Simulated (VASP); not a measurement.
# LiNbO3 (I4mm) in VASP: relaxation of cell and atoms with PBE

Aim: the relaxation of cell and atoms of LiNbO3 with PBE.

Everything below comes from runs of VASP 6.6.1. Logs are shortened: lines on timing, memory, paths and dates and some standing lists are left out, and cuts for length are marked.

### Step 1. The cell of the first run

Symmetry: I4mm, No. 107, tetragonal system. Conventional cell: a = 3.813 Å, b = 3.813 Å, c = 10.223 Å, α = 90.00°, β = 90.00°, γ = 90.00°. Within 2.5 Å of Li (site symmetry 4mm) lie 5 O at 1.90 to 2.10 Å. Nb (site symmetry 4mm) has 5 O at 1.75 to 2.00 Å within 2.3 Å. O (site symmetry 4mm) has 1 Nb at 1.75 Å and 1 Li at 1.90 Å within 2.3 Å. Within 2.7 Å of O (site symmetry 2mm) lie 2 Nb at 2.00 Å and 2 Li at 2.10 Å and 4 O at 2.70 Å.

The cell was built from a structure type or drawn by symmetry, and may not be a known phase.

### Step 2. Relaxation of cell and atoms, PBE

File INCAR:

```
PREC = Accurate
ENCUT = 600
EDIFF = 1E-7
ISMEAR = 0
SIGMA = 0.02
LREAL = False
LASPH = True
NELM = 60
ALGO = Normal
ISIF = 3
LWAVE = False
LCHARG = False
GGA = PE
IBRION = 2
NSW = 100
EDIFFG = -0.01
```

File KPOINTS:

```
regular mesh
0
Gamma
  10 10 10
```

File POSCAR:

```
LiNbO3
1.0
   -1.9065050628      1.9065050628      5.1117350961
    1.9065050628     -1.9065050628      5.1117350961
    1.9065050628      1.9065050628     -5.1117350961
Li Nb O
1 1 3
Direct
    0.9929339405      0.9929339405      0.0000000000
    0.3493923877      0.3493923877      0.0000000000
    0.1783331792      0.1783331792      0.0000000000
    0.9074755413      0.4074755413      0.5000000000
    0.4074755413      0.9074755413      0.5000000000
```

Potentials or basis: VASP PAW PBE potentials, release 64 (Li_sv, Nb_sv, O).

Started as:

```bash
$ cat potpaw_PBE.64/Li_sv/POTCAR potpaw_PBE.64/Nb_sv/POTCAR potpaw_PBE.64/O/POTCAR > POTCAR
$ mpirun -np 1 vasp_std > vasp.out
```

OUTCAR:

```text
PREC = Accurate
   ENCUT = 600
   EDIFF = 1E-7
   ISMEAR = 0
   LREAL = False
   LASPH = True
   NELM = 60
   ISIF = 3
   GGA = PE
   IBRION = 2
   NSW = 100
   EDIFFG = -0.01

 ion  position               nearest neighbor table
   1  0.993  0.993  0.000-   3 1.90   4 2.10   5 2.10   4 2.10   5 2.10
   2  0.349  0.349  0.000-   3 1.75   5 2.00   4 2.00   4 2.00   5 2.00
   3  0.178  0.178  0.000-   2 1.75   1 1.90
   4  0.907  0.407  0.500-   2 2.00   2 2.00   1 2.10   1 2.10
   5  0.407  0.907  0.500-   2 2.00   2 2.00   1 2.10   1 2.10

  LATTYP: Found a body centered tetragonal cell.
 ALAT       =     3.8130101256
 C/A-ratio  =     2.6812071973

  Lattice vectors:

 A1 = (  -1.9065050628,   1.9065050628,   5.1117350961)
 A2 = (   1.9065050628,  -1.9065050628,   5.1117350961)
 A3 = (   1.9065050628,   1.9065050628,  -5.1117350961)

Analysis of symmetry for initial positions (statically):
=====================================================================
 Subroutine PRICEL returns:
 Original cell was already a primitive cell.

 Routine SETGRP: Setting up the symmetry group for a
 body centered tetragonal supercell.

 Subroutine GETGRP returns: Found  8 space group operations
 (whereof  8 operations were pure point group operations)
 out of a pool of 16 trial point group operations.

The static configuration has the point symmetry C_4v.

Analysis of symmetry for dynamics (positions and initial velocities):
=====================================================================
 Subroutine PRICEL returns:
 Original cell was already a primitive cell.

 Routine SETGRP: Setting up the symmetry group for a
 body centered tetragonal supercell.

 Subroutine GETGRP returns: Found  8 space group operations
 (whereof  8 operations were pure point group operations)
 out of a pool of 16 trial point group operations.

The dynamic configuration has the point symmetry C_4v.

 Subroutine INISYM returns: Found  8 space group operations
 (whereof  8 operations are pure point group operations),
 and found     1 'primitive' translations

----------------------------------------------------------------------------------------

                                     Primitive cell

  volume of cell :      74.3198

  direct lattice vectors                    reciprocal lattice vectors
    -1.906505063  1.906505063  5.111735096     0.000000000  0.262259991  0.097814145
     1.906505063 -1.906505063  5.111735096     0.262259991  0.000000000  0.097814145
[... 101 lines left out ...]
   PSTRESS=    0.0 pullay stress
   NELECT =      34.0000    total number of electrons
   NUPDOWN=      -1.0000    fix difference up-down
   EMIN   =  10.00;   EMAX   =-10.00  energy-range for DOS
   EFERMI =   0.00;   METHOD = LEGACY
   ISMEAR =     0;   SIGMA  =   0.02  broadening in eV -4-tet -1-fermi 0-gaus
   EFERMI_NEDOS =   21; number of points for ismear=-14 and -15
   IALGO  =     38    algorithm
   IMIX   =      4    mixing-type and parameters
     AMIX     =   0.40;   BMIX     =  1.00
     AMIX_MAG =   1.60;   BMIX_MAG =  1.00
  volume/ion in A,a.u.               =      14.86       100.31
  Fermi-wavevector in a.u.,A,eV,Ry     =   1.261439  2.383775 21.649989  1.591229
  Thomas-Fermi vector in A             =   2.394898
   LORBIT       =      0    0 simple, 1 ext, 2 COOP (PROOUT), +10 PAW based schemes
   GGA     = PE    functional components
   LHFCALC =     F    Hartree Fock is set to
   AEXX    =    0.0000 exact exchange contribution
   IVDW    =     0    specifies the selected vdW correction
   LEPSILON=     F    determine dielectric tensor
   LRPA    =     F    only Hartree local field effects (RPA)
 conjugate gradient relaxation of ions
 non-spin polarized calculation
 Gauss-broadening in eV      SIGMA  =   0.02
  energy-cutoff  :      600.00
  volume of cell :       74.32
 maximum number of plane-waves:      2497
 NGX is ok and might be reduce to    48
   NGX = 23   NGY = 23   NGZ = 23

--------------------------------------- Ionic step        1  -------------------------------------------

 number of electron      34.0000000 magnetization

 Free energy of the ion-electron system (eV)
  ---------------------------------------------------
  ext. energy  EPLUGINS =         0.00000000
  ---------------------------------------------------
  free energy    TOTEN  =       -39.95179519 eV

  energy without entropy =      -39.95179519  energy(sigma->0) =      -39.95179519

------------------------ aborting loop because EDIFF is reached ----------------------------------------

  FORCE on cell =-STRESS in cart. coord.  units (eV):
  Direction    XX          YY          ZZ          XY          YZ          ZX
  --------------------------------------------------------------------------------------
  -------------------------------------------------------------------------------------
  Total       -0.1980215     -0.1980215      0.0296796      0.0000000      0.0000000      0.0000000
  in kB       -4.2689271     -4.2689271      0.6398298      0.0000000      0.0000000      0.0000000
  external PRESSURE =      -2.6326748 kB  Pullay stress =       0.0000000 kB
[... 182 lines left out ...]
--------------------------------------- Ionic step        6  -------------------------------------------

 number of electron      34.0000000 magnetization

 Free energy of the ion-electron system (eV)
  ---------------------------------------------------
  ext. energy  EPLUGINS =         0.00000000
  ---------------------------------------------------
  free energy    TOTEN  =       -39.95210289 eV

  energy without entropy =      -39.95210289  energy(sigma->0) =      -39.95210289

 E-fermi :   1.4264     XC(G=0):  -8.6705

 val. band max:        1.1703549989   @ k =   0.3000   0.3000   0.2000
 cond. band min:       3.2117098894   @ k =   0.0000   0.0000   0.0000
 fundamental gap:      2.0413548905
 Fermi energy:         1.4264060823

 k-point     1 :       0.0000    0.0000    0.0000
  band No.  band energies     occupation
      1     -53.4750      2.00000
      2     -41.7127      2.00000
      3     -29.9340      2.00000
      4     -29.5406      2.00000
      5     -29.5406      2.00000
      6     -16.1392      2.00000
[... 565 lines left out ...]
     20       5.7052      0.00000
     21       6.9105      0.00000

 [... further k-points ...]

------------------------ aborting loop because EDIFF is reached ----------------------------------------

  FORCE on cell =-STRESS in cart. coord.  units (eV):
  Direction    XX          YY          ZZ          XY          YZ          ZX
  --------------------------------------------------------------------------------------
  -------------------------------------------------------------------------------------
  Total       -0.0011782     -0.0011782     -0.0029625      0.0000000      0.0000000      0.0000000
  in kB       -0.0254678     -0.0254678     -0.0640360      0.0000000      0.0000000      0.0000000
  external PRESSURE =      -0.0383239 kB  Pullay stress =       0.0000000 kB
[... 20 lines left out ...]
  FREE ENERGIE OF THE ION-ELECTRON SYSTEM (eV)
  ---------------------------------------------------
  free  energy   TOTEN  =       -39.9521028931 eV

  energy  without entropy=      -39.9521028931  energy(sigma->0) =      -39.95210289

 reached required accuracy - stopping structural energy minimisation
```

OSZICAR:

```text
N       E                     dE             d eps       ncg     rms          rms(c)
DAV:   1     0.369147657845E+03    0.36915E+03   -0.19267E+04  4284   0.176E+03
DAV:   2    -0.195452018909E+02   -0.38869E+03   -0.37759E+03  6333   0.545E+02
DAV:   3    -0.480983274821E+02   -0.28553E+02   -0.28455E+02  6754   0.133E+02
[... 59 lines left out ...]
DAV:   3    -0.399521017120E+02    0.49715E-05   -0.19347E-05  7648   0.411E-02    0.506E-03
DAV:   4    -0.399521021252E+02   -0.41328E-06   -0.19986E-06  6722   0.898E-03    0.311E-03
DAV:   5    -0.399521025557E+02   -0.43050E-06   -0.18159E-07  4245   0.334E-03    0.157E-03
DAV:   6    -0.399521028160E+02   -0.26023E-06   -0.11369E-07  3161   0.301E-03    0.440E-04
DAV:   7    -0.399521028931E+02   -0.77127E-07   -0.57572E-08  2642   0.248E-03
   6 F= -.39952103E+02 E0= -.39952103E+02  d E =-.179477E-04
```

CONTCAR:

```text
LiNbO3
   1.00000000000000
    -1.9042815669645503    1.9042815669645503    5.1100896325729686
     1.9042815669645503   -1.9042815669645503    5.1100896325729686
     1.9042815669645503    1.9042815669645503   -5.1100896325729686
  Li              Nb              O
     1     1     3
Direct
     0.9929043961657399    0.9929043961657399    0.0000000000000000
     0.3494841167629704    0.3494841167629704    1.0000000000000000
     0.1782301171130715    0.1782301171130715    0.0000000000000000
     0.9074959799791135    0.4074959799791136    0.5000000000000000
     0.4074959799791136    0.9074959799791135    0.5000000000000000

  0.00000000E+00  0.00000000E+00  0.00000000E+00
  0.00000000E+00  0.00000000E+00  0.00000000E+00
  0.00000000E+00  0.00000000E+00  0.00000000E+00
  0.00000000E+00  0.00000000E+00  0.00000000E+00
  0.00000000E+00  0.00000000E+00  0.00000000E+00
```

It took 48 min on 1 thread of Intel Xeon 8259CL, shared host; peak memory 0.47 GiB.

Results:

| Property | Result |
| --- | --- |
| Free energy | -39.9521 eV |
| Relaxed volume | 14.82 Å³/atom |
| Relaxed cell | a = 5.776 Å, b = 5.776 Å, c = 5.776 Å, α = 141.50°, β = 141.50°, γ = 55.58° |
| Space group after relaxing (to 0.1 Å) | I4mm (No. 107) |
| Energy gained by relaxing | 0.1 meV/atom |
| Ionic steps | 6 |
| Pressure after relaxing | 0.0 GPa |
| Largest force after relaxing | 0.010 eV/Å |
| Band gap on the k mesh | 2.04 eV (least direct gap 2.79 eV) |

Forces on the atoms (eV/Å):
```
Li   0.000  0.000 -0.002
Nb   0.000  0.000 -0.004
O    0.000  0.000 -0.010
O    0.000  0.000  0.008
O    0.000  0.000  0.008
```

The path:
| step | energy change (eV) | largest force (eV/Å) | pressure (GPa) | volume (Å³) |
| --- | --- | --- | --- | --- |
| 1 | 0.0000 | 0.0995 | -0.26 | 74.32 |
| 2 | 0.0009 | 0.3580 | -0.07 | 74.06 |
| 3 | -0.0002 | 0.0409 | -0.21 | 74.24 |
| 4 | -0.0001 | 0.0960 | 0.31 | 74.00 |
| 5 | -0.0003 | 0.0160 | 0.00 | 74.14 |
| 6 | -0.0003 | 0.0099 | 0.00 | 74.12 |

Final structure:
```
Li Nb O
1.0
    -1.90428    1.90428    5.11009
     1.90428   -1.90428    5.11009
     1.90428    1.90428   -5.11009
Li Nb O
1 1 3
Direct
  0.99290 0.99290 0.00000
  0.34948 0.34948 0.00000
  0.17823 0.17823 0.00000
  0.90750 0.40750 0.50000
  0.40750 0.90750 0.50000
```

Caveat: the cutoff is under 1.25 times the usual one of these potentials, so pressure, stress and relaxed cells hold a basis-set (Pulay) error. A k mesh can miss the band edges.
